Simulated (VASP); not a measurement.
Co2Si6Ni, 9 atoms in the cell. The typed cell holds 9 atoms: a = 3.791 Å, b = 3.791 Å, c = 9.355 Å, α = 89.96°, β = 90.04°, γ = 119.97°. 

- Program: VASP 6.6.1
- Task: single point
- Functional: PBE
- Potentials or basis: VASP PAW PBE potentials, release 64 (Co, Si, Ni)
- Cutoff: 520 eV
- k mesh: 6 × 6 × 4
- Occupations: gaussian, width 0.2 eV
- Spin: no spin polarisation
- Dipole correction: no
- Further INCAR settings: ALGO = Normal; EDIFF = 1e-07; NBANDS = 36

Potentials or basis: VASP PAW PBE potentials, release 64 (Co, Si, Ni).

Launch:

```bash
$ cat potpaw_PBE.64/Co/POTCAR potpaw_PBE.64/Si/POTCAR potpaw_PBE.64/Ni/POTCAR > POTCAR
$ mpirun -np 1 vasp_std > vasp.out
```

Hardware: 1 thread of Intel(R) Xeon(R) 6975P-C (Granite Rapids), with other jobs on the host.

**Question.** How long does it take, and how much memory?

**Answer.** Wall time 4.6 min on 1 thread of Intel(R) Xeon(R) 6975P-C (Granite Rapids) (shared host), peak memory 0.43 GiB. Counts: scf iterations 21, k points 76.
